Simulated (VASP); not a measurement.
# WC (Fm-3m) in VASP: notebook

The runs below take WC through single point, with r2SCAN.

Everything below comes from runs of VASP 6.6.1. Logs are shortened: lines on timing, memory, paths and dates and some standing lists are left out, and cuts for length are marked.

**1. The cell of the first run**

It takes space group Fm-3m (No. 225, cubic). Conventional cell: a = 4.385 Å, b = 4.385 Å, c = 4.385 Å, α = 90.00°, β = 90.00°, γ = 90.00°. Within 2.9 Å of W (site symmetry m-3m) lie 6 C at 2.19 Å. Within 2.9 Å of C (site symmetry m-3m) lie 6 W at 2.19 Å.

**2. Single point, r2SCAN**

File POSCAR:

```
WC
1.0
    0.0000000000      2.1926840000      2.1926840000
    2.1926840000      0.0000000000      2.1926840000
    2.1926840000      2.1926840000      0.0000000000
W C
1 1
Direct
    0.0000000000      0.0000000000      0.0000000000
    0.5000000000      0.5000000000      0.5000000000
```

File INCAR.step1:

```
  PREC = Accurate
  ENCUT = 520
  ISMEAR = 0
  SIGMA = 0.1
  LREAL = False
  LASPH = True
  NELM = 80
  NBANDS = 16
  GGA = PE
  ALGO = Normal
  EDIFF = 1E-4
  LWAVE = True
  LCHARG = False
```

File INCAR.step2:

```
  PREC = Accurate
  ENCUT = 520
  EDIFF = 1E-6
  ISMEAR = 0
  SIGMA = 0.1
  LREAL = False
  LASPH = True
  NELM = 80
  ALGO = Normal
  ISIF = 2
  LWAVE = False
  LCHARG = True
  METAGGA = R2SCAN
  LMIXTAU = True
  LELF = True
  LVHAR = True
  NBANDS = 16
  ISTART = 1
```

File KPOINTS:

```
Automatic mesh
0
Gamma
  8 8 8
```

Potentials or basis: VASP PAW PBE potentials, release 64 (W_sv, C).

Launch:

```
cat potpaw_PBE.64/W_sv/POTCAR potpaw_PBE.64/C/POTCAR > POTCAR
cp INCAR.step1 INCAR
mpirun -np 1 vasp_std > vasp.out
cp INCAR.step2 INCAR
mpirun -np 1 vasp_std > vasp.out
```

OUTCAR:

```text
PREC = Accurate
   ENCUT = 520
   EDIFF = 1E-6
   ISMEAR = 0
   LREAL = False
   LASPH = True
   NELM = 80
   ISIF = 2
   METAGGA = R2SCAN
   ISTART = 1

 ion  position               nearest neighbor table
   1  0.000  0.000  0.000-   2 2.19   2 2.19   2 2.19   2 2.19   2 2.19   2 2.19
   2  0.500  0.500  0.500-   1 2.19   1 2.19   1 2.19   1 2.19   1 2.19   1 2.19

  LATTYP: Found a face centered cubic cell.
 ALAT       =     4.3853680000

  Lattice vectors:

 A1 = (   0.0000000000,   2.1926840000,   2.1926840000)
 A2 = (   2.1926840000,   0.0000000000,   2.1926840000)
 A3 = (   2.1926840000,   2.1926840000,   0.0000000000)

Analysis of symmetry for initial positions (statically):
=====================================================================
 Subroutine PRICEL returns:
 Original cell was already a primitive cell.

 Routine SETGRP: Setting up the symmetry group for a
 face centered cubic supercell.

 Subroutine GETGRP returns: Found 48 space group operations
 (whereof 48 operations were pure point group operations)
 out of a pool of 48 trial point group operations.

The static configuration has the point symmetry O_h .

Analysis of symmetry for dynamics (positions and initial velocities):
=====================================================================
 Subroutine PRICEL returns:
 Original cell was already a primitive cell.

 Routine SETGRP: Setting up the symmetry group for a
 face centered cubic supercell.

 Subroutine GETGRP returns: Found 48 space group operations
 (whereof 48 operations were pure point group operations)
 out of a pool of 48 trial point group operations.

The dynamic configuration has the point symmetry O_h .

 Subroutine INISYM returns: Found 48 space group operations
 (whereof 48 operations are pure point group operations),
 and found     1 'primitive' translations

----------------------------------------------------------------------------------------

                                     Primitive cell

  volume of cell :      21.0842

  direct lattice vectors                    reciprocal lattice vectors
     0.000000000  2.192684000  2.192684000    -0.228031034  0.228031034  0.228031034
     2.192684000  0.000000000  2.192684000     0.228031034 -0.228031034  0.228031034
     2.192684000  2.192684000  0.000000000     0.228031034  0.228031034 -0.228031034

  length of vectors
     3.100923451  3.100923451  3.100923451     0.394961337  0.394961337  0.394961337

  position of ions in fractional coordinates (direct lattice)
     0.000000000  0.000000000  0.000000000
     0.500000000  0.500000000  0.500000000

  ion indices of the primitive-cell ions
   primitive index   ion index
                 1           1
                 2           2

----------------------------------------------------------------------------------------

 KPOINTS: Automatic mesh

Automatic generation of k-mesh.
 Grid dimensions read from file:
 generate k-points for:    8    8    8

 Generating k-lattice:

  Cartesian coordinates                     Fractional coordinates (reciprocal lattice)
    -0.028503879  0.028503879  0.028503879     0.125000000  0.000000000  0.000000000
     0.028503879 -0.028503879  0.028503879     0.000000000  0.125000000  0.000000000
     0.028503879  0.028503879 -0.028503879     0.000000000  0.000000000  0.125000000

  Length of vectors
     0.049370167  0.049370167  0.049370167

  Shift w.r.t. Gamma in fractional coordinates (k-lattice)
     0.000000000  0.000000000  0.000000000

 Subroutine IBZKPT returns following result:
 ===========================================

 Found     29 irreducible k-points:

 Following reciprocal coordinates:
            Coordinates               Weight
  0.000000  0.000000  0.000000      1.000000
  0.125000  0.000000  0.000000      8.000000
  0.250000  0.000000  0.000000      8.000000
  0.375000  0.000000  0.000000      8.000000
  0.500000  0.000000  0.000000      4.000000
  0.125000  0.125000  0.000000      6.000000
[... 16 lines left out ...]
  0.500000  0.250000  0.125000     48.000000
 -0.375000  0.250000  0.125000     24.000000
 [... further k-points ...]
   k-points           NKPTS =     29   k-points in BZ     NKDIM =     29   number of bands    NBANDS=     16
   number of dos      NEDOS =    301   number of ions     NIONS =      2
   total plane-waves  NPLWV =  13824
   dimension x,y,z NGX =    24 NGY =   24 NGZ =   24
   dimension x,y,z NGXF=    48 NGYF=   48 NGZF=   48
   ions per type =               1   1
   NGX,Y,Z   is equivalent  to a cutoff of  12.87, 12.87, 12.87 a.u.
   NGXF,Y,Z  is equivalent  to a cutoff of  25.73, 25.73, 25.73 a.u.
 SYSTEM =  unknown system
   PREC   = accura    normal or accurate (medium, high low for compatibility)
   ISTART =      1    job   : 0-new  1-cont  2-samecut
   ICHARG =      0    charge: 1-file 2-atom 10-const
   ISPIN  =      1    spin polarized calculation?
   LNONCOLLINEAR =      F non collinear calculations
   LSORBIT =      F    spin-orbit coupling
   LASPH  =      T    aspherical Exc in radial PAW
   ENCUT  =  520.0 eV  38.22 Ry    6.18 a.u.   5.77  5.77  5.77*2*pi/ulx,y,z
   NELM   =     80;   NELMIN=  2; NELMDL=  0     # of ELM steps
   EDIFF  = 0.1E-05   stopping-criterion for ELM
   LREAL  =      F    real-space projection
   EDIFFG = 0.1E-04   stopping-criterion for IOM
   NSW    =      0    number of steps for IOM
   IBRION =     -1    ionic relax: 0-MD 1-quasi-New 2-CG
   NFREE  =      0    steps in history (QN), initial steepest desc. (CG)
   ISIF   =      2    stress and relaxation
   ISYM   =      2    0-nonsym 1-usesym 2-fastsym
   POTIM  = 0.5000    time-step for ionic-motion
   TEBEG  =    0.0;   TEEND  =   0.0 temperature during run
   PSTRESS=    0.0 pullay stress
   NELECT =      18.0000    total number of electrons
   NUPDOWN=      -1.0000    fix difference up-down
   EMIN   =  10.00;   EMAX   =-10.00  energy-range for DOS
   EFERMI =   0.00;   METHOD = LEGACY
   ISMEAR =     0;   SIGMA  =   0.10  broadening in eV -4-tet -1-fermi 0-gaus
   EFERMI_NEDOS =   21; number of points for ismear=-14 and -15
   IALGO  =     38    algorithm
   IMIX   =      4    mixing-type and parameters
     AMIX     =   0.40;   BMIX     =  1.00
     AMIX_MAG =   1.60;   BMIX_MAG =  1.00
  volume/ion in A,a.u.               =      10.54        71.14
  Fermi-wavevector in a.u.,A,eV,Ry     =   1.553029  2.934800 32.815887  2.411900
  Thomas-Fermi vector in A             =   2.657319
   LORBIT       =      0    0 simple, 1 ext, 2 COOP (PROOUT), +10 PAW based schemes
   METAGGA = R2SCAN    functional components
   LHFCALC =     F    Hartree Fock is set to
   AEXX    =    0.0000 exact exchange contribution
   IVDW    =     0    specifies the selected vdW correction
   LEPSILON=     F    determine dielectric tensor
   LRPA    =     F    only Hartree local field effects (RPA)
 non-spin polarized calculation
 Gauss-broadening in eV      SIGMA  =   0.10
  energy-cutoff  :      520.00
  volume of cell :       21.08
 maximum number of plane-waves:       588
   NGX = 11   NGY = 11   NGZ = 11

 number of electron      18.0000001 magnetization

 Free energy of the ion-electron system (eV)
  ---------------------------------------------------
  ext. energy  EPLUGINS =         0.00000000
  ---------------------------------------------------
  free energy    TOTEN  =       -60.60963103 eV

  energy without entropy =      -60.59976406  energy(sigma->0) =      -60.60469755

 E-fermi :  12.5603     XC(G=0): -14.8522

 val. band max:       12.5151515896   @ k =   0.5000   0.1250   0.0000
 cond. band min:      12.5709594906   @ k =   0.1250   0.1250   0.0000
 fundamental gap:      0.0558079010
 Fermi energy:        12.5602832391

 k-point     1 :       0.0000    0.0000    0.0000
  band No.  band energies     occupation
      1     -65.0580      2.00000
      2     -28.3927      2.00000
      3     -28.3927      2.00000
      4     -28.3927      2.00000
      5      -4.3037      2.00000
      6       9.5669      2.00000
[... 8 lines left out ...]
     15      22.9881      0.00000
     16      36.2331      0.00000

 k-point     2 :       0.1250    0.0000    0.0000
  band No.  band energies     occupation
      1     -65.0519      2.00000
      2     -28.4877      2.00000
      3     -28.4027      2.00000
      4     -28.4027      2.00000
      5      -3.8581      2.00000
      6       8.1750      2.00000
[... 8 lines left out ...]
     15      23.9547      0.00000
     16      32.9828      0.00000

 k-point     3 :       0.2500    0.0000    0.0000
  band No.  band energies     occupation
      1     -65.0373      2.00000
      2     -28.7114      2.00000
      3     -28.4266      2.00000
      4     -28.4266      2.00000
      5      -2.6393      2.00000
      6       5.8886      2.00000
[... 8 lines left out ...]
     15      25.4198      0.00000
     16      30.1416      0.00000

 k-point     4 :       0.3750    0.0000    0.0000
  band No.  band energies     occupation
      1     -65.0226      2.00000
      2     -28.9275      2.00000
      3     -28.4504      2.00000
      4     -28.4504      2.00000
      5      -0.9586      2.00000
      6       3.6609      2.00000
[... 8 lines left out ...]
     15      26.4661      0.00000
     16      26.5363      0.00000

 k-point     5 :       0.5000    0.0000    0.0000
  band No.  band energies     occupation
      1     -65.0165      2.00000
      2     -29.0149      2.00000
      3     -28.4602      2.00000
      4     -28.4602      2.00000
      5       0.3428      2.00000
      6       2.2126      2.00000
[... 8 lines left out ...]
     15      24.7146      0.00000
     16      24.7146      0.00000

 k-point     6 :       0.1250    0.1250    0.0000
  band No.  band energies     occupation
      1     -65.0499      2.00000
      2     -28.4806      2.00000
      3     -28.4253      2.00000
      4     -28.4253      2.00000
      5      -3.7311      2.00000
      6       7.4471      2.00000
[... 8 lines left out ...]
     15      24.3076      0.00000
     16      32.8115      0.00000

 k-point     7 :       0.2500    0.1250    0.0000
  band No.  band energies     occupation
      1     -65.0381      2.00000
      2     -28.6462      2.00000
      3     -28.4581      2.00000
      4     -28.4452      2.00000
      5      -2.8444      2.00000
      6       5.7855      2.00000
[... 8 lines left out ...]
     15      25.7647      0.00000
     16      29.2253      0.00000

 k-point     8 :       0.3750    0.1250    0.0000
  band No.  band energies     occupation
      1     -65.0234      2.00000
      2     -28.8533      2.00000
      3     -28.4819      2.00000
      4     -28.4794      2.00000
      5      -1.4742      2.00000
      6       4.2184      2.00000
[... 8 lines left out ...]
     15      25.6810      0.00000
     16      27.3053      0.00000

 k-point     9 :       0.5000    0.1250    0.0000
  band No.  band energies     occupation
      1     -65.0144      2.00000
      2     -28.9747      2.00000
      3     -28.5157      2.00000
      4     -28.4829      2.00000
      5      -0.1798      2.00000
      6       2.8671      2.00000
[... 8 lines left out ...]
     15      25.0324      0.00000
     16      25.9287      0.00000
[... 172 lines left out ...]
 k-point    19 :       0.5000    0.3750    0.0000
  band No.  band energies     occupation
      1     -65.0046      2.00000
      2     -28.9095      2.00000
      3     -28.6407      2.00000
      4     -28.5910      2.00000
      5      -1.8253      2.00000
      6       5.9124      2.00000
[... 8 lines left out ...]
     15      25.0538      0.00000
     16      29.0406      0.00000

 k-point    20 :      -0.3750    0.3750    0.0000
  band No.  band energies     occupation
      1     -65.0038      2.00000
      2     -28.8529      2.00000
      3     -28.7478      2.00000
      4     -28.5602      2.00000
      5      -1.2842      2.00000
      6       5.1523      2.00000
[... 8 lines left out ...]
     15      24.7733      0.00000
     16      26.6632      0.00000

 k-point    21 :       0.5000    0.5000    0.0000
  band No.  band energies     occupation
      1     -65.0026      2.00000
      2     -28.9466      2.00000
      3     -28.6131      2.00000
      4     -28.6131      2.00000
      5      -2.0978      2.00000
      6       6.4991      2.00000
[... 8 lines left out ...]
     15      25.2224      0.00000
     16      31.3644      0.00000

 k-point    22 :       0.3750    0.2500    0.1250
  band No.  band energies     occupation
      1     -65.0263      2.00000
      2     -28.7568      2.00000
      3     -28.5447      2.00000
      4     -28.4624      2.00000
      5      -1.9820      2.00000
      6       4.7523      2.00000
[... 8 lines left out ...]
     15      26.0281      0.00000
     16      26.3729      0.00000

 k-point    23 :       0.5000    0.2500    0.1250
  band No.  band energies     occupation
      1     -65.0144      2.00000
      2     -28.8734      2.00000
      3     -28.6064      2.00000
      4     -28.4954      2.00000
      5      -0.9843      2.00000
      6       3.9376      2.00000
[... 8 lines left out ...]
     15      24.9482      0.00000
     16      26.0736      0.00000

 k-point    24 :      -0.3750    0.2500    0.1250
  band No.  band energies     occupation
      1     -65.0095      2.00000
      2     -28.9241      2.00000
      3     -28.6230      2.00000
      4     -28.5148      2.00000
      5      -0.4993      2.00000
      6       3.5300      2.00000
[... 8 lines left out ...]
     15      25.2883      0.00000
     16      26.4760      0.00000

 [... further k-points ...]
[... 5 lines left out ...]
  --------------------------------------------------------------------------------------
  -------------------------------------------------------------------------------------
  Total       -0.4437896     -0.4437896     -0.4437896     -0.0000000      0.0000000      0.0000000
  in kB      -33.7232642    -33.7232642    -33.7232642     -0.0000000      0.0000000      0.0000000
  external PRESSURE =     -33.7232642 kB  Pullay stress =       0.0000000 kB

 VOLUME and BASIS-vectors are now :
 -----------------------------------------------------------------------------
  energy-cutoff  :      520.00
  volume of cell :       21.08
      direct lattice vectors                 reciprocal lattice vectors
     0.000000000  2.192684000  2.192684000    -0.228031034  0.228031034  0.228031034
     2.192684000  0.000000000  2.192684000     0.228031034 -0.228031034  0.228031034
     2.192684000  2.192684000  0.000000000     0.228031034  0.228031034 -0.228031034

 POSITION                                       TOTAL-FORCE (eV/Angst)
 -----------------------------------------------------------------------------------
      0.00000      0.00000      0.00000        -0.000000      0.000000      0.000000
      2.19268      2.19268      2.19268         0.000000     -0.000000      0.000000
 -----------------------------------------------------------------------------------
    total drift:                                0.000000     -0.000000     -0.000000

  FREE ENERGIE OF THE ION-ELECTRON SYSTEM (eV)
  ---------------------------------------------------
  free  energy   TOTEN  =       -60.6096310338 eV

  energy  without entropy=      -60.5997640631  energy(sigma->0) =      -60.60469755
```

Wall time 16 s (1 thread of Intel Xeon 6975P-C (Granite Rapids), shared host); peak memory 0.15 GiB.

Results:

```
Free energy            : -60.6096 eV
Pressure               : -3.4 GPa
Band gap on the k mesh : zero (band 9 reaches 13.50 eV, above the bottom of band 10 at 10.27 eV)
```

Caveat: the PAW data sets were made with another functional, which shifts forces and pressure a little; spin-orbit coupling is left out, which moves the levels of the heavy elements.

(Part 1 of 2 ends here.)
